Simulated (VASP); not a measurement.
A run of VASP 6.6.1 is set up as follows.

INCAR

```
ALGO = Normal ; EDIFF = 1E-7
ENCUT = 520 ; GGA = PE
ISIF = 2 ; ISMEAR = 0
LASPH = T ; LCHARG = F
LREAL = F ; LWAVE = F
NBANDS = 35 ; NELM = 60
PREC = Accurate ; SIGMA = 0.02
```

File KPOINTS:

```
k-points
0
Gamma
  12 12 2
```

The input POSCAR:

```
Te2Mo
1.0
    3.5566632721      0.0000000000      0.0000000000
   -1.7783316360      3.0801607463      0.0000000000
    0.0000000000      0.0000000000     15.3316103979
Te Mo
4 2
Direct
    0.3333333333      0.6666666667      0.6320701678
    0.6666666667      0.3333333333      0.1320701678
    0.6666666667      0.3333333333      0.3679298322
    0.3333333333      0.6666666667      0.8679298322
    0.3333333333      0.6666666667      0.2500000000
    0.6666666667      0.3333333333      0.7500000000
```

Potentials or basis: VASP PAW PBE potentials, release 64 (Te, Mo_sv).

The run is started by

```bash
$ cat potpaw_PBE.64/Te/POTCAR potpaw_PBE.64/Mo_sv/POTCAR > POTCAR
$ mpirun -np 1 vasp_std > vasp.out
```

(1) Estimate the band gap on the k mesh.

(2) Estimate the largest force.

## Answers

(1) 1.02 eV (least direct gap 1.03 eV).

(2) 0.013 eV/Å.

Caveat: spin-orbit coupling is left out, which moves the levels of the heavy elements.
